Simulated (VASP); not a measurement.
A run of VASP 6.6.1 is set up as follows.

Contents of INCAR:

```
ALGO = Normal
EDIFF = 1E-7
ENCUT = 520
GGA = CA
ISIF = 2
ISMEAR = -1
ISPIN = 2
LASPH = True
LCHARG = False
LMAXMIX = 4
LORBIT = 11
LREAL = False
LWAVE = False
MAGMOM = -0.5 1
NBANDS = 16
NELM = 150
PREC = Accurate
SIGMA = 0.05
```

File KPOINTS:

```
k-points
0
Gamma
  13 13 13
```

POSCAR

```
BeCo
1.0
    2.5372012870      0.0000000000      0.0000000000
    0.0000000000      2.5372012870      0.0000000000
    0.0000000000      0.0000000000      2.5372012870
Be Co
1 1
Direct
    0.0000000000      0.0000000000      0.0000000000
    0.5000000000      0.5000000000      0.5000000000
```

Potentials or basis: VASP PAW LDA potentials, release 64 (Be, Co).

Command:

```sh
$ cat potpaw_LDA.64/Be/POTCAR potpaw_LDA.64/Co/POTCAR > POTCAR
$ mpirun -np 1 vasp_std > vasp.out
```

Q: Predict the net moment.

A: 0.30 μB per cell.

Q: Predict the pressure.

A: 0.5 GPa.

Q: What does it give for the site moments?

A: Be -0.01; Co +0.31 μB.
